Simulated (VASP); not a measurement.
AlCo, 2 atoms in the cell. The structure is cubic, space group Pm-3m (No. 221). Conventional cell: a = 2.819 Å, b = 2.819 Å, c = 2.819 Å, α = 90.00°, β = 90.00°, γ = 90.00°. Within 3.2 Å of Al (site symmetry m-3m) lie 8 Co at 2.44 Å and 6 Al at 2.82 Å. Co (site symmetry m-3m) has 8 Al at 2.44 Å and 6 Co at 2.82 Å within 3.2 Å. 

```yaml
Program: VASP 6.6.1
Task: single point
Functional: PBE
Potentials_or_basis: VASP PAW PBE potentials, release 64 (Al, Co)
Cutoff: 520 eV
k_mesh: 11 × 11 × 11
Occupations: methfessel-paxton, width 0.2 eV
Spin: collinear spin, ferromagnetic start
Starting_moments: "[0.0, 1.8] μB"
Dipole_correction: no
Further_INCAR_settings: ALGO = Normal; EDIFF = 1e-06; NBANDS = 17
```

Potentials or basis: VASP PAW PBE potentials, release 64 (Al, Co).

Command:

```bash
$ cat potpaw_PBE.64/Al/POTCAR potpaw_PBE.64/Co/POTCAR > POTCAR
$ mpirun -np 1 vasp_std > vasp.out
```

Hardware: 1 thread of Intel Xeon 6975P-C (shared host).

Estimate the wall time of this run.

It took 20 s on 1 thread of Intel Xeon 6975P-C, on a shared host, peak memory 0.17 GiB. Counts: scf iterations 14, k points 56.
